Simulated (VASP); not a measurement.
Input of a VASP 6.6.1 run:

File INCAR:

```
AGGAC = 1.0
AGGAX = 1.0
ALDAC = 0.0
ALDAX = 1.0
ALGO = Normal
EDIFF = 1E-7
ENCUT = 520
GGA = B5
ISIF = 2
ISMEAR = -1
LASPH = T
LCHARG = F
LREAL = F
LWAVE = F
NBANDS = 25
NELM = 60
PREC = Accurate
SIGMA = 0.05
```

Contents of KPOINTS:

```
k-points
0
Gamma
  10 10 5
```

POSCAR

```
CuO
1.0
    2.1125744999     -2.1151743884      0.1680651554
    2.1125744999      2.1151743884      0.1680651554
   -0.4127099619      0.0000000000      5.1798991079
Cu O
2 2
Direct
   -0.0057637315      0.4942806745      0.0018508916
    0.4942806745     -0.0057637315      0.5018508916
    0.4942629622      0.4942200949      0.2518491084
    0.4942200949      0.4942629622      0.7518491084
```

Potentials or basis: VASP PAW PBE potentials, release 64 (Cu, O).

Launch:

```bash
$ cat potpaw_PBE.64/Cu/POTCAR potpaw_PBE.64/O/POTCAR > POTCAR
$ mpirun -np 1 vasp_std > vasp.out
```

Estimate the pressure.

0.7 GPa.

Estimate the band gap on the k mesh.

zero (bands 17 and 18 overlap by 0.87 eV).

Stress tensor (GPa, compression positive):
```
 0.55  0.00 -0.03
 0.00  0.59  0.00
-0.03  0.00  0.92
```

Caveat: the PAW data sets were made with another functional, which shifts forces and pressure a little; semilocal functionals often make such compounds metallic where correlation or magnetic order opens a gap, which also shifts bond lengths. With open d or f shells a metallic result of BLYP can be an artefact of self-interaction; +U or a hybrid may open a gap.
